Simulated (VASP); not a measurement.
Here is a VASP 6.6.1 calculation.

File INCAR:

```
SYSTEM = Ge2Sb2O
PREC = Accurate ; ENCUT = 600
EDIFF = 1E-6 ; ISMEAR = 0
SIGMA = 0.1 ; LREAL = .FALSE.
LASPH = .TRUE. ; NELM = 120
ALGO = Normal ; ISIF = 2
LWAVE = .FALSE. ; LCHARG = .FALSE.
GGA = PE ; NBANDS = 30
GGA_COMPAT = .FALSE.
```

The input KPOINTS:

```
regular mesh
0
G
  6 6 4
  0 0 0
```

The input POSCAR:

```
Ge2Sb2O
1.0
    4.1224446600      0.0000000000      0.0000000000
   -2.0612223300      3.5701418000      0.0000000000
    0.0000000000      0.0000000000      6.7445606900
Ge Sb O
2 2 1
Direct
    0.6666666700      0.3333333300      0.3902771800
    0.3333333300      0.6666666700      0.6097228200
    0.6666666700      0.3333333300      0.7753055100
    0.3333333300      0.6666666700      0.2246944900
    0.0000000000      0.0000000000      0.0000000000
```

Potentials or basis: VASP PAW PBE potentials, release 64 (Ge_d, Sb, O).

Run with:

```bash
$ cat potpaw_PBE.64/Ge_d/POTCAR potpaw_PBE.64/Sb/POTCAR potpaw_PBE.64/O/POTCAR > POTCAR
$ mpirun -np 1 vasp_std > vasp.out
```

Estimate the band gap on the k mesh.

zero (bands 22 and 23 overlap by 0.83 eV).

Predict the pressure.

13.3 GPa.

Estimate the largest force.

3.892 eV/Å.

Forces on the atoms (eV/Å):
```
Ge   0.000  0.000 -1.422
Ge   0.000  0.000  1.422
Sb   0.000  0.000  3.892
Sb   0.000  0.000 -3.892
O    0.000  0.000  0.000
```

Caveat: the cell stands under pressure; spin-orbit coupling is left out, which moves the levels of the heavy elements; forces of over 1 eV/Å act on the atoms, so gaps and moduli don't describe the material at rest.
